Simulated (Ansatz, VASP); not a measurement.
**CdTe in VASP and in Ansatz**

```xyz
2
Lattice="0.0000 3.2448 3.2448 3.2448 0.0000 3.2448 3.2448 3.2448 0.0000" Properties=species:S:1:pos:R:3 pbc="T T T"
Cd    0.0000    0.0000    0.0000
Te    1.6224    1.6224    1.6224
```

Alike in both runs: task single point; functional r2SCAN; k mesh 8 × 8 × 8; occupations gaussian, width 0.02 eV; no spin polarisation.

```csv
,VASP,Ansatz
version,VASP 6.6.1,Ansatz 0.2.0
potentials or method,"VASP PAW PBE potentials, release 64 (Cd, Te), cutoff 520 eV","scalar-relativistic, plane waves, PAW"
valence electrons in the cell,18,36
```

|  | VASP | Ansatz | Ansatz less VASP |
| --- | --- | --- | --- |
| gap on the k mesh at the Fermi level (eV) | 1.26 | 1.27 | +0.006 |
| least direct gap on the mesh (eV) | 1.26 | 1.27 | +0.006 |
| pressure (GPa) | 1.5 | 1.4 | -0.13 |

VASP's potentials were made for PBE, not for r2SCAN. VASP's potentials hold 18 valence electrons a cell and Ansatz's 36, so a difference there can come from the potentials and not from the codes.

Neither program's run includes spin-orbit coupling.
